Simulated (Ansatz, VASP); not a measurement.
# Cr: VASP beside Ansatz

```
Cr
1.0
    -1.42466    1.42466    1.42466
     1.42466   -1.42466    1.42466
     1.42466    1.42466   -1.42466
Cr
1
Cartesian
  0.0000 0.0000 0.0000
```

Alike in both runs: functional PBE; k mesh 20 × 20 × 20; occupations fermi-dirac, width 0.15 eV; no spin polarisation.

Ansatz relaxed the structure, and its values are those at the end. VASP's run is a single point on that final structure, the one shown.

```csv
,VASP,Ansatz
version,VASP 6.6.1,Ansatz 0.2.0
potentials or method,"VASP PAW PBE potentials, release 64 (Cr_pv), cutoff 500 eV","scalar-relativistic, plane waves, PAW"
valence electrons in the cell,12,14
```

```tsv
	VASP	Ansatz	Ansatz less VASP
gap on the k mesh at the Fermi level (eV)	none	none	-
pressure (GPa)	-0.6	0.0	+0.62
```

A gap of «none» marks a metal or a gap that the smearing closes. VASP's potentials hold 12 valence electrons a cell and Ansatz's 14, so a difference there can come from the potentials and not from the codes.
